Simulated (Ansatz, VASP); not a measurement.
## Zn17O15: VASP beside Ansatz

```
Zn O
1.0
    -5.60847   -5.60847    0.00000
     5.60847   -5.60847    0.00000
     0.00000    5.60847    6.55824
Zn O
17 15
Direct
  0.43967 0.63730 0.25000
  0.69743 0.87606 0.75331
  0.91848 0.15969 0.25000
  0.19412 0.37275 0.74669
  0.81033 0.63730 0.25000
  0.05588 0.87606 0.75331
  0.33152 0.15969 0.25000
  0.55257 0.37275 0.74669
  0.97118 0.61521 0.94237
  0.27882 0.92284 0.55763
  0.50334 0.19824 0.00667
  0.74666 0.44157 0.49333
  0.99718 0.30244 0.99436
  0.25282 0.55808 0.50564
  0.50066 0.82466 0.00133
  0.74934 0.07333 0.49867
  0.12500 0.92665 0.25000
  0.37579 0.19657 0.75159
  0.62500 0.45649 0.25000
  0.87421 0.69499 0.74841
  0.12500 0.30371 0.25000
  0.37936 0.55887 0.75873
  0.62500 0.81269 0.25000
  0.87064 0.05014 0.74127
  0.81285 0.48004 0.99537
  0.06748 0.73466 0.50463
  0.32055 0.00807 0.99488
  0.57568 0.26319 0.50512
  0.18252 0.48004 0.99537
  0.43715 0.73466 0.50463
  0.67432 0.00807 0.99488
  0.92945 0.26319 0.50512
```

Alike in both runs: functional PBE; k mesh 2 × 2 × 2; occupations gaussian, width 0.01 eV; no spin polarisation.

Ansatz relaxed the structure, and its values are those at the end. VASP's run is a single point on that final structure, the one shown.

|  | VASP | Ansatz |
| --- | --- | --- |
| version | VASP 6.6.1 | Ansatz 0.2.0 |
| potentials or method | VASP PAW PBE potentials, release 64 (Zn, O), cutoff 520 eV | scalar-relativistic, plane waves, PAW |
| valence electrons in the cell | 294 | 294 |

```csv
,VASP,Ansatz,Ansatz less VASP
gap on the k mesh at the Fermi level (eV),0.33,0.33,+0.001
least direct gap on the mesh (eV),0.33,0.33,+0.001
rms of the force components (eV/Å),0.015,0.006,-0.0087
```

With one functional, cell and mesh, what is left measures potentials, basis and numerics.

The k mesh is coarse, so the values compare programs but aren't converged.
